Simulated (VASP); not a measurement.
# Cu: single point with PBE

Crystal: Cu.

```
CELL_PARAMETERS angstrom
3.63000 0.00000 0.00000
0.00000 3.63000 0.00000
0.00000 0.00000 3.63000
ATOMIC_POSITIONS crystal
Cu 0.00000 0.00000 0.00000
Cu 0.00000 0.50000 0.50000
Cu 0.50000 0.00000 0.50000
Cu 0.50000 0.50000 0.00000
```

```
Program             : VASP 6.6.1
Task                : single point
Functional          : PBE
Potentials or basis : VASP PAW PBE potentials, release 64 (Cu)
Cutoff              : 600 eV
k mesh              : 4 × 4 × 4
Occupations         : fermi-dirac, width 0.1 eV
Spin                : no spin polarisation
```

```
Pressure               : 0.3 GPa
Band gap on the k mesh : zero (band 22 reaches 8.94 eV, above the bottom of band 23 at 6.46 eV)
```

Levels at points of the mesh, in eV from the Fermi level:
| k point | band 19 | band 20 | band 21 | band 22 | band 23 | band 24 | band 25 | band 26 |
| --- | --- | --- | --- | --- | --- | --- | --- | --- |
| (0.00, 0.00, 0.00) | -1.47 | -1.47 | -1.47 | 1.54 | 1.54 | 1.54 | 7.05 | 7.05 |
| (0.50, 0.00, 0.00) | -1.90 | -1.90 | -1.47 | -1.47 | 6.19 | 6.19 | 6.19 | 6.19 |
| (0.50, 0.50, 0.00) | -2.17 | -2.17 | -0.30 | -0.30 | -0.30 | -0.30 | 9.66 | 9.66 |
| (0.50, 0.50, 0.50) | -1.61 | -1.61 | -0.93 | -0.93 | -0.93 | -0.93 | 3.72 | 3.72 |

Run time: 12 s on 1 thread of AMD EPYC 9R14 (Zen 4), on a shared host, peak memory 0.13 GiB.

Caveat: the k points lie up to 0.43 Å⁻¹ apart.
